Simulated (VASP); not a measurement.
# Fe (Fm-3m) in VASP: a series of runs, part 3 of 3

VASP 6.6.1. The steps go on from the part before.

### Step 4. Single point, PBE, collinear spin, ferromagnetic start

The input, INCAR:

```
PREC = Accurate
ENCUT = 520
EDIFF = 1E-6
ISMEAR = 0
SIGMA = 0.1
LREAL = False
LASPH = True
NELM = 150
ALGO = Normal
ISIF = 2
LWAVE = False
LCHARG = True
ISPIN = 2
MAGMOM = 2.6 2.6
LORBIT = 11
LMAXMIX = 4
GGA = PE
LELF = True
LVHAR = True
NBANDS = 19
```

The input, KPOINTS:

```
regular mesh
0
Gamma
  6 12 12
```

The input, POSCAR:

```
Fe
1.0
    0.0000000000      3.5570000000      3.5570000000
    1.7785000000      0.0000000000      1.7785000000
    1.7785000000      1.7785000000      0.0000000000
Fe
2
Direct
    0.0000000000      0.0000000000      0.0000000000
    0.5000000000      0.0000000000      0.0000000000
```

Potentials or basis: VASP PAW PBE potentials, release 64 (Fe).

Run with:

```console
$ cat potpaw_PBE.64/Fe/POTCAR > POTCAR
$ mpirun -np 1 vasp_std > vasp.out
```

OUTCAR:

```text
PREC = Accurate
   ENCUT = 520
   EDIFF = 1E-6
   ISMEAR = 0
   LREAL = False
   LASPH = True
   NELM = 150
   ISIF = 2
   ISPIN = 2
   LORBIT = 11
   GGA = PE

 ion  position               nearest neighbor table
   1  0.000  0.000  0.000-   2 2.52   2 2.52   2 2.52   2 2.52   2 2.52   2 2.52
   2  0.500  0.000  0.000-   1 2.52   1 2.52   1 2.52   1 2.52   1 2.52   1 2.52

  LATTYP: Found a trigonal (rhomboedric) cell.
 ALAT       =     4.3564175075
 COS(alpha) =     0.8333333333

  Lattice vectors:

 A1 = (   1.7785000000,  -1.7785000000,  -3.5570000000)
 A2 = (   3.5570000000,  -1.7785000000,  -1.7785000000)
 A3 = (   1.7785000000,  -3.5570000000,  -1.7785000000)

Analysis of symmetry for initial positions (statically):
=====================================================================
 Subroutine PRICEL returns following result:

  LATTYP: Found a face centered cubic cell.
 ALAT       =     3.5570000000
[... 12 lines left out ...]
 Subroutine GETGRP returns: Found 12 space group operations
 (whereof 12 operations were pure point group operations)
 out of a pool of 12 trial point group operations.

The static configuration has the point symmetry D_3d.

Analysis of symmetry for dynamics (positions and initial velocities):
=====================================================================
 Subroutine PRICEL returns following result:

  LATTYP: Found a face centered cubic cell.
 ALAT       =     3.5570000000
[... 12 lines left out ...]
 Subroutine GETGRP returns: Found 12 space group operations
 (whereof 12 operations were pure point group operations)
 out of a pool of 12 trial point group operations.

The dynamic configuration has the point symmetry D_3d.

Analysis of structural, dynamic, and magnetic symmetry:
=====================================================================
 Subroutine PRICEL returns following result:

  LATTYP: Found a face centered cubic cell.
 ALAT       =     3.5570000000
[... 12 lines left out ...]
 Subroutine GETGRP returns: Found 12 space group operations
 (whereof 12 operations were pure point group operations)
 out of a pool of 12 trial point group operations.

The overall configuration has the point symmetry D_3d.

 Subroutine INISYM returns: Found 12 space group operations
 (whereof 12 operations are pure point group operations),
 and found     2 'primitive' translations

----------------------------------------------------------------------------------------

                                     Primitive cell

  volume of cell :      11.2510

  direct lattice vectors                    reciprocal lattice vectors
     0.000000000  1.778500000  1.778500000    -0.281135789  0.281135789  0.281135789
     1.778500000  0.000000000  1.778500000     0.281135789 -0.281135789  0.281135789
     1.778500000  1.778500000  0.000000000     0.281135789  0.281135789 -0.281135789

  length of vectors
     2.515178821  2.515178821  2.515178821     0.486941470  0.486941470  0.486941470

  position of ions in fractional coordinates (direct lattice)
     0.000000000  0.000000000  0.000000000

  ion indices of the primitive-cell ions
   primitive index   ion index
                 1           1

----------------------------------------------------------------------------------------

 KPOINTS: regular mesh

Automatic generation of k-mesh.
[... 80 lines left out ...]
   LNONCOLLINEAR =      F non collinear calculations
   LSORBIT =      F    spin-orbit coupling
   LASPH  =      T    aspherical Exc in radial PAW
   ENCUT  =  520.0 eV  38.22 Ry    6.18 a.u.   9.35  4.68  4.68*2*pi/ulx,y,z
   NELM   =    150;   NELMIN=  2; NELMDL= -5     # of ELM steps
   EDIFF  = 0.1E-05   stopping-criterion for ELM
   LREAL  =      F    real-space projection
   EDIFFG = 0.1E-04   stopping-criterion for IOM
   NSW    =      0    number of steps for IOM
   IBRION =     -1    ionic relax: 0-MD 1-quasi-New 2-CG
   NFREE  =      0    steps in history (QN), initial steepest desc. (CG)
   ISIF   =      2    stress and relaxation
   ISYM   =      2    0-nonsym 1-usesym 2-fastsym
   POTIM  = 0.5000    time-step for ionic-motion
   TEBEG  =    0.0;   TEEND  =   0.0 temperature during run
   PSTRESS=    0.0 pullay stress
   NELECT =      16.0000    total number of electrons
   NUPDOWN=      -1.0000    fix difference up-down
   EMIN   =  10.00;   EMAX   =-10.00  energy-range for DOS
   EFERMI =   0.00;   METHOD = LEGACY
   ISMEAR =     0;   SIGMA  =   0.10  broadening in eV -4-tet -1-fermi 0-gaus
   EFERMI_NEDOS =   21; number of points for ismear=-14 and -15
   IALGO  =     38    algorithm
   IMIX   =      4    mixing-type and parameters
     AMIX     =   0.40;   BMIX     =  1.00
     AMIX_MAG =   1.60;   BMIX_MAG =  1.00
  volume/ion in A,a.u.               =      11.25        75.93
  Fermi-wavevector in a.u.,A,eV,Ry     =   1.461193  2.761255 29.049600  2.135085
  Thomas-Fermi vector in A             =   2.577554
   LORBIT       =     11    0 simple, 1 ext, 2 COOP (PROOUT), +10 PAW based schemes
   GGA     = PE    functional components
   LHFCALC =     F    Hartree Fock is set to
   AEXX    =    0.0000 exact exchange contribution
   IVDW    =     0    specifies the selected vdW correction
   LEPSILON=     F    determine dielectric tensor
   LRPA    =     F    only Hartree local field effects (RPA)
 spin polarized calculation
 Gauss-broadening in eV      SIGMA  =   0.10
  energy-cutoff  :      520.00
  volume of cell :       22.50
 maximum number of plane-waves:       617
 NGX is ok and might be reduce to    40
   NGX = 19   NGY =  9   NGZ =  9

 number of electron      15.9999989 magnetization       2.7606353

 Free energy of the ion-electron system (eV)
  ---------------------------------------------------
  ext. energy  EPLUGINS =         0.00000000
  ---------------------------------------------------
  free energy    TOTEN  =       -16.15038851 eV

  energy without entropy =      -16.13606204  energy(sigma->0) =      -16.14322527

 E-fermi :   5.8992     XC(G=0): -13.1992

 val. band max:        5.8854280470   @ k =   0.0000   0.1667   0.0833
 cond. band min:       5.9043574075   @ k =   0.1667   0.5000   0.0833
 fundamental gap:      0.0189293604
 Fermi energy:         5.8992190725

 spin component 1

 k-point     1 :       0.0000    0.0000    0.0000
  band No.  band energies     occupation
      1      -2.5635      1.00000
      2       1.2127      1.00000
      3       3.6761      1.00000
      4       3.6761      1.00000
      5       3.9742      1.00000
      6       3.9742      1.00000
[... 517 lines left out ...]
     18      27.6480      0.00000
     19      28.5738      0.00000

 [... further k-points ...]

 spin component 2

 k-point     1 :       0.0000    0.0000    0.0000
  band No.  band energies     occupation
      1      -2.4313      1.00000
      2       1.8476      1.00000
      3       5.0153      1.00000
      4       5.0154      1.00000
      5       5.0154      1.00000
      6       5.1509      1.00000
[... 517 lines left out ...]
     18      27.9047      0.00000
     19      28.9878      0.00000

 [... further k-points ...]

------------------------ aborting loop because EDIFF is reached ----------------------------------------

  FORCE on cell =-STRESS in cart. coord.  units (eV):
  Direction    XX          YY          ZZ          XY          YZ          ZX
  --------------------------------------------------------------------------------------
  -------------------------------------------------------------------------------------
  Total       -1.4441497     -1.4441497     -1.4441497     -0.0000222      0.0000222     -0.0000222
  in kB     -102.8255870   -102.8255870   -102.8255870     -0.0015778      0.0015778     -0.0015778
  external PRESSURE =    -102.8255870 kB  Pullay stress =       0.0000000 kB

 VOLUME and BASIS-vectors are now :
 -----------------------------------------------------------------------------
  energy-cutoff  :      520.00
  volume of cell :       22.50
      direct lattice vectors                 reciprocal lattice vectors
     0.000000000  3.557000000  3.557000000    -0.140567894  0.140567894  0.140567894
     1.778500000  0.000000000  1.778500000     0.281135789 -0.281135789  0.281135789
     1.778500000  1.778500000  0.000000000     0.281135789  0.281135789 -0.281135789

 POSITION                                       TOTAL-FORCE (eV/Angst)
 -----------------------------------------------------------------------------------
      0.00000      0.00000      0.00000        -0.000000     -0.000000     -0.000000
      0.00000      1.77850      1.77850         0.000000      0.000000      0.000000
 -----------------------------------------------------------------------------------
    total drift:                               -0.000000     -0.000000     -0.000000

  FREE ENERGIE OF THE ION-ELECTRON SYSTEM (eV)
  ---------------------------------------------------
  free  energy   TOTEN  =       -16.1503885118 eV

  energy  without entropy=      -16.1360620366  energy(sigma->0) =      -16.14322527

 total charge

# of ion       s       p       d       tot
------------------------------------------
    1        0.494   0.544   6.246   7.284
    2        0.494   0.544   6.246   7.284
--------------------------------------------------
tot          0.987   1.088  12.492  14.567

 magnetization (x)

# of ion       s       p       d       tot
------------------------------------------
    1       -0.008  -0.026   1.406   1.372
    2       -0.008  -0.026   1.406   1.372
--------------------------------------------------
tot         -0.015  -0.051   2.811   2.745
```

It took 69 s on 1 thread of Intel Xeon 8259CL, shared host; peak memory 0.2 GiB.

What came out:

```yaml
Free_energy: -16.1504 eV
Pressure: -10.3 GPa
Net_moment: 2.76 μB per cell
Site_moments: Fe +1.37 μB
Valence_electrons_inside_the_program's_atomic_spheres: Fe 7.28
```

Levels at points of the mesh, in eV from the Fermi level:
Spin up:
| k point | band 5 | band 6 | band 7 | band 8 | band 9 | band 10 | band 11 | band 12 | band 13 | band 14 |
| --- | --- | --- | --- | --- | --- | --- | --- | --- | --- | --- |
| (0.00, 0.00, 0.00) | -1.93 | -1.93 | -1.93 | -1.00 | -1.00 | 0.07 | 0.15 | 0.15 | 7.04 | 21.12 |
| (0.50, 0.00, 0.00) | -1.83 | -1.83 | -1.83 | -1.83 | -0.73 | -0.73 | -0.73 | -0.73 | 15.02 | 15.02 |
| (0.00, 0.50, 0.00) | -2.22 | -0.13 | 0.07 | 0.15 | 0.15 | 0.54 | 0.54 | 2.87 | 7.04 | 10.22 |
| (0.50, 0.50, 0.00) | -1.90 | -1.90 | -1.20 | -1.20 | 0.25 | 0.25 | 3.10 | 3.10 | 9.34 | 9.34 |
Spin down:
```csv
k point,band 3,band 4,band 5,band 6,band 7,band 8,band 9,band 10,band 11,band 12
"(0.00, 0.00, 0.00)",-0.88,-0.88,-0.88,-0.75,-0.75,0.16,0.97,0.97,1.69,1.69
"(0.50, 0.00, 0.00)",-1.45,-1.45,-0.54,-0.54,-0.54,-0.54,0.97,0.97,0.97,0.97
"(0.00, 0.50, 0.00)",-3.26,-0.75,-0.75,0.16,1.69,1.69,1.73,1.73,1.93,3.00
"(0.50, 0.50, 0.00)",-2.35,-2.35,-0.99,-0.99,0.39,0.39,1.76,1.76,3.98,3.98
```

Caveat: the cell stands under tension.
